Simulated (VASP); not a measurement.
A run of VASP 6.6.1 is set up as follows.

Contents of INCAR:

```
ALGO = Normal
EDIFF = 1E-6
ENCUT = 520
GGA = PE
ISIF = 2
ISMEAR = 0
LASPH = T
LCHARG = T
LELF = T
LREAL = F
LVHAR = T
LWAVE = F
NBANDS = 34
NELM = 100
PREC = Accurate
SIGMA = 0.1
```

KPOINTS

```
k-points
0
Gamma
  6 6 2
```

POSCAR

```
Ga
1.0
    4.4955674772      0.0000000000      0.0000000000
   -2.2477837386      3.8932756397      0.0000000000
    0.0000000000      0.0000000000      5.1657160173
Ga
4
Direct
    0.0000000000      0.0000000000      0.2500000000
    0.0000000000      0.0000000000      0.7500000000
    0.3333333333      0.6666666667      0.7500000000
    0.6666666667      0.3333333333      0.2500000000
```

Potentials or basis: VASP PAW PBE potentials, release 64 (Ga_d).

Run with:

```bash
$ cat potpaw_PBE.64/Ga_d/POTCAR > POTCAR
$ mpirun -np 1 vasp_std > vasp.out
```

Q: Predict the pressure.

A: 0.0 GPa.

Q: Estimate the band gap on the k mesh.

A: Zero (bands 26 and 27 overlap by 1.54 eV).

Stress tensor (GPa, compression positive):
```
 0.15  0.00  0.00
 0.00  0.15  0.00
 0.00  0.00 -0.17
```

Caveat: the k points lie up to 0.61 Å⁻¹ apart, too coarse for converged energies and pressures of a metal.
